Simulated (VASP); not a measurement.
# SnS3 (Fm-3m) in VASP: relaxation of cell and atoms with PBE

Aim: the relaxation of cell and atoms of SnS3 with PBE.

All numbers are computed with VASP 6.6.1; they aren't measurements. Logs are shortened: lines on timing, memory, paths and dates and some standing lists are left out, and cuts for length are marked.

**1. The cell of the first run**

It takes space group Fm-3m (No. 225, cubic). The conventional cell has a = 6.800 Å, b = 6.800 Å, c = 6.800 Å, α = 90.00°, β = 90.00°, γ = 90.00°. Within 3.9 Å of Sn (site symmetry m-3m) lie 14 S at 2.94 to 3.40 Å. S (site symmetry m-3m) has 8 S at 2.94 Å and 6 Sn at 3.40 Å within 3.9 Å. Within 3.9 Å of S (site symmetry -43m) lie 4 Sn at 2.94 Å and 10 S at 2.94 to 3.40 Å.

**2. Relaxation of cell and atoms, PBE**

File INCAR:

```
SYSTEM = SnS3
PREC     = Accurate       ! precision mode
ENCUT    = 500            ! plane-wave cutoff, eV
EDIFF    = 1E-7           ! SCF threshold, eV
ISMEAR   = -1             ! smearing method
SIGMA    = 0.02           ! smearing width, eV
LREAL    = .FALSE.        ! projectors in reciprocal space
LASPH    = .TRUE.         ! aspherical terms in the spheres
NELM     = 120            ! most SCF steps
ALGO     = Normal         ! electronic algorithm
ISIF     = 3              ! what is computed and relaxed
LWAVE    = .FALSE.        ! write WAVECAR
LCHARG   = .FALSE.        ! write CHGCAR
GGA      = PE             ! functional
IBRION   = 2              ! ionic algorithm
NSW      = 80             ! ionic steps
EDIFFG   = -0.02          ! ionic threshold
GGA_COMPAT= .FALSE.      
NELMIN   = 4
```

File KPOINTS:

```
Automatic mesh
0
G
  6 6 6
  0 0 0
```

File POSCAR:

```
SnS3
1.0
    0.0000000000      3.4000000000      3.4000000000
    3.4000000000      0.0000000000      3.4000000000
    3.4000000000      3.4000000000      0.0000000000
Sn S
1 3
Direct
    0.0000000000      0.0000000000      0.0000000000
    0.5000000000      0.5000000000      0.5000000000
    0.2500000000      0.2500000000      0.2500000000
    0.7500000000      0.7500000000      0.7500000000
```

Potentials or basis: VASP PAW PBE potentials, release 64 (Sn_d, S).

The run is started by

```
cat potpaw_PBE.64/Sn_d/POTCAR potpaw_PBE.64/S/POTCAR > POTCAR
mpirun -np 1 vasp_std > vasp.out
```

OUTCAR:

```text
SYSTEM = SnS3
   PREC = Accurate
   ENCUT = 500
   EDIFF = 1E-7
   ISMEAR = -1
   LREAL = .FALSE.
   LASPH = .TRUE.
   NELM = 120
   ISIF = 3
   GGA = PE
   IBRION = 2
   NSW = 80
   EDIFFG = -0.02
   NELMIN = 4

 ion  position               nearest neighbor table
   1  0.000  0.000  0.000-   4 2.94   4 2.94   4 2.94   3 2.94   4 2.94   3 2.94   3 2.94   3 2.94

   2  0.500  0.500  0.500-
   3  0.250  0.250  0.250-   1 2.94   1 2.94   1 2.94   1 2.94
   4  0.750  0.750  0.750-   1 2.94   1 2.94   1 2.94   1 2.94

  LATTYP: Found a face centered cubic cell.
 ALAT       =     6.8000000000

  Lattice vectors:

 A1 = (   0.0000000000,   3.4000000000,   3.4000000000)
 A2 = (   3.4000000000,   0.0000000000,   3.4000000000)
 A3 = (   3.4000000000,   3.4000000000,   0.0000000000)

Analysis of symmetry for initial positions (statically):
=====================================================================
 Subroutine PRICEL returns:
 Original cell was already a primitive cell.

 Routine SETGRP: Setting up the symmetry group for a
 face centered cubic supercell.

 Subroutine GETGRP returns: Found 48 space group operations
 (whereof 48 operations were pure point group operations)
 out of a pool of 48 trial point group operations.

The static configuration has the point symmetry O_h .

Analysis of symmetry for dynamics (positions and initial velocities):
=====================================================================
 Subroutine PRICEL returns:
 Original cell was already a primitive cell.

 Routine SETGRP: Setting up the symmetry group for a
 face centered cubic supercell.

 Subroutine GETGRP returns: Found 48 space group operations
 (whereof 48 operations were pure point group operations)
 out of a pool of 48 trial point group operations.

The dynamic configuration has the point symmetry O_h .

 Subroutine INISYM returns: Found 48 space group operations
 (whereof 48 operations are pure point group operations),
 and found     1 'primitive' translations

----------------------------------------------------------------------------------------

                                     Primitive cell

  volume of cell :      78.6080

  direct lattice vectors                    reciprocal lattice vectors
     0.000000000  3.400000000  3.400000000    -0.147058824  0.147058824  0.147058824
     3.400000000  0.000000000  3.400000000     0.147058824 -0.147058824  0.147058824
     3.400000000  3.400000000  0.000000000     0.147058824  0.147058824 -0.147058824

  length of vectors
[... 67 lines left out ...]
 SYSTEM =  SnS3
   PREC   = accura    normal or accurate (medium, high low for compatibility)
   ISTART =      0    job   : 0-new  1-cont  2-samecut
   ICHARG =      2    charge: 1-file 2-atom 10-const
   ISPIN  =      1    spin polarized calculation?
   LNONCOLLINEAR =      F non collinear calculations
   LSORBIT =      F    spin-orbit coupling
   LASPH  =      T    aspherical Exc in radial PAW
   ENCUT  =  500.0 eV  36.75 Ry    6.06 a.u.   8.77  8.77  8.77*2*pi/ulx,y,z
   NELM   =    120;   NELMIN=  4; NELMDL= -5     # of ELM steps
   EDIFF  = 0.1E-06   stopping-criterion for ELM
   LREAL  =      F    real-space projection
   EDIFFG = -.2E-01   stopping-criterion for IOM
   NSW    =     80    number of steps for IOM
   IBRION =      2    ionic relax: 0-MD 1-quasi-New 2-CG
   NFREE  =      1    steps in history (QN), initial steepest desc. (CG)
   ISIF   =      3    stress and relaxation
   ISYM   =      2    0-nonsym 1-usesym 2-fastsym
   POTIM  = 0.5000    time-step for ionic-motion
   TEBEG  =    0.0;   TEEND  =   0.0 temperature during run
   PSTRESS=    0.0 pullay stress
   NELECT =      32.0000    total number of electrons
   NUPDOWN=      -1.0000    fix difference up-down
   EMIN   =  10.00;   EMAX   =-10.00  energy-range for DOS
   EFERMI =   0.00;   METHOD = LEGACY
   ISMEAR =    -1;   SIGMA  =   0.02  broadening in eV -4-tet -1-fermi 0-gaus
   EFERMI_NEDOS =   21; number of points for ismear=-14 and -15
   IALGO  =     38    algorithm
   IMIX   =      4    mixing-type and parameters
     AMIX     =   0.40;   BMIX     =  1.00
     AMIX_MAG =   1.60;   BMIX_MAG =  1.00
  volume/ion in A,a.u.               =      19.65       132.62
  Fermi-wavevector in a.u.,A,eV,Ry     =   1.213303  2.292810 20.029190  1.472104
  Thomas-Fermi vector in A             =   2.348759
   LORBIT       =      0    0 simple, 1 ext, 2 COOP (PROOUT), +10 PAW based schemes
   GGA     = PE    functional components
   LHFCALC =     F    Hartree Fock is set to
   AEXX    =    0.0000 exact exchange contribution
   IVDW    =     0    specifies the selected vdW correction
   LEPSILON=     F    determine dielectric tensor
   LRPA    =     F    only Hartree local field effects (RPA)
 conjugate gradient relaxation of ions
 non-spin polarized calculation
  energy-cutoff  :      500.00
  volume of cell :       78.61
 maximum number of plane-waves:      2012
   NGX = 17   NGY = 17   NGZ = 17

--------------------------------------- Ionic step        1  -------------------------------------------

 number of electron      32.0000006 magnetization

 Free energy of the ion-electron system (eV)
  ---------------------------------------------------
  ext. energy  EPLUGINS =         0.00000000
  ---------------------------------------------------
  free energy    TOTEN  =       -14.11406926 eV

  energy without entropy =      -14.10762949  energy(sigma->0) =      -14.11084938

------------------------ aborting loop because EDIFF is reached ----------------------------------------

  FORCE on cell =-STRESS in cart. coord.  units (eV):
  Direction    XX          YY          ZZ          XY          YZ          ZX
  --------------------------------------------------------------------------------------
  -------------------------------------------------------------------------------------
  Total       -1.5918684     -1.5918684     -1.5918684      0.0000000      0.0000000      0.0000000
  in kB      -32.4452397    -32.4452397    -32.4452397      0.0000000      0.0000000      0.0000000
  external PRESSURE =     -32.4452397 kB  Pullay stress =       0.0000000 kB
[... 63 lines left out ...]
--------------------------------------- Ionic step        3  -------------------------------------------

 number of electron      32.0000006 magnetization

 Free energy of the ion-electron system (eV)
  ---------------------------------------------------
  ext. energy  EPLUGINS =         0.00000000
  ---------------------------------------------------
  free energy    TOTEN  =       -14.15638460 eV

  energy without entropy =      -14.14960369  energy(sigma->0) =      -14.15299414

 E-fermi :   7.4256     XC(G=0): -10.8426

 val. band max:        7.3403167481   @ k =  -0.3333   0.5000   0.1667
 cond. band min:       7.4281599885   @ k =  -0.1667   0.1667   0.0000
 fundamental gap:      0.0878432404
 Fermi energy:         7.4256078687

 k-point     1 :       0.0000    0.0000    0.0000
  band No.  band energies     occupation
      1     -13.9930      2.00000
      2     -13.9930      2.00000
      3     -13.9930      2.00000
      4     -13.9797      2.00000
      5     -13.9797      2.00000
      6      -7.8397      2.00000
[... 388 lines left out ...]
  FREE ENERGIE OF THE ION-ELECTRON SYSTEM (eV)
  ---------------------------------------------------
  free  energy   TOTEN  =       -14.1563845970 eV

  energy  without entropy=      -14.1496036895  energy(sigma->0) =      -14.15299414

 reached required accuracy - stopping structural energy minimisation
```

OSZICAR:

```text
N       E                     dE             d eps       ncg     rms          rms(c)
DAV:   1     0.271960507677E+03    0.27196E+03   -0.14319E+04   652   0.183E+03
DAV:   2     0.172817644466E+02   -0.25468E+03   -0.24359E+03   688   0.449E+02
DAV:   3    -0.126933014119E+02   -0.29975E+02   -0.28031E+02   776   0.132E+02
[... 29 lines left out ...]
DAV:   4    -0.141564177382E+02    0.42426E-04   -0.14003E-04   720   0.107E-01    0.304E-02
DAV:   5    -0.141563899724E+02    0.27766E-04   -0.14817E-05   952   0.388E-02    0.105E-02
DAV:   6    -0.141563858492E+02    0.41232E-05   -0.20802E-06   728   0.143E-02    0.416E-03
DAV:   7    -0.141563846384E+02    0.12108E-05   -0.51015E-07   692   0.831E-03    0.189E-03
DAV:   8    -0.141563845970E+02    0.41408E-07   -0.10849E-08   356   0.113E-03
   3 F= -.14156385E+02 E0= -.14152994E+02  d E =-.423153E-01
```

CONTCAR:

```text
SnS3
   1.00000000000000
     0.0000000000000000    3.3415883611926605    3.3415883611926605
     3.3415883611926605    0.0000000000000000    3.3415883611926605
     3.3415883611926605    3.3415883611926605   -0.0000000000000000
  Sn              S
     1     3
Direct
     0.0000000000000000    0.0000000000000000    0.0000000000000000
     0.5000000000000000    0.5000000000000000    0.5000000000000000
     0.2500000000000000    0.2500000000000000    0.2500000000000000
     0.7500000000000000    0.7500000000000000    0.7500000000000000

  0.00000000E+00  0.00000000E+00  0.00000000E+00
  0.00000000E+00  0.00000000E+00  0.00000000E+00
  0.00000000E+00  0.00000000E+00  0.00000000E+00
  0.00000000E+00  0.00000000E+00  0.00000000E+00
```

It took 76 s on 1 thread of Intel Xeon Platinum 8259CL at 2.50GHz (Skylake/Cascade Lake), shared host; peak memory 0.22 GiB.

Results:

```yaml
Free_energy: -14.1564 eV
Relaxed_volume: 18.66 Å³/atom
Relaxed_cell: a = 4.726 Å, b = 4.726 Å, c = 4.726 Å, α = 60.00°, β = 60.00°, γ = 60.00°
Space_group_after_relaxing_to_0.1_Å: Fm-3m (No. 225)
Energy_gained_by_relaxing: 10.6 meV/atom
Ionic_steps: 3
Pressure_after_relaxing: 0.0 GPa
Band_gap_on_the_k_mesh: zero (bands 16 and 17 overlap by 2.28 eV)
```

Step by step:
| step | energy change (eV) | largest force (eV/Å) | pressure (GPa) | volume (Å³) |
| --- | --- | --- | --- | --- |
| 1 | 0.0000 | 0.0000 | -3.24 | 78.61 |
| 2 | -0.0417 | 0.0000 | 0.45 | 74.17 |
| 3 | -0.0423 | 0.0000 | 0.01 | 74.63 |

Final structure:
```
Sn S
1.0
     0.00000    3.34159    3.34159
     3.34159    0.00000    3.34159
     3.34159    3.34159    0.00000
Sn S
1 3
Cartesian
  0.0000 0.0000 0.0000
  3.3416 3.3416 3.3416
  1.6708 1.6708 1.6708
  5.0124 5.0124 5.0124
```

Caveat: spin-orbit coupling is left out, which moves the levels of the heavy elements.
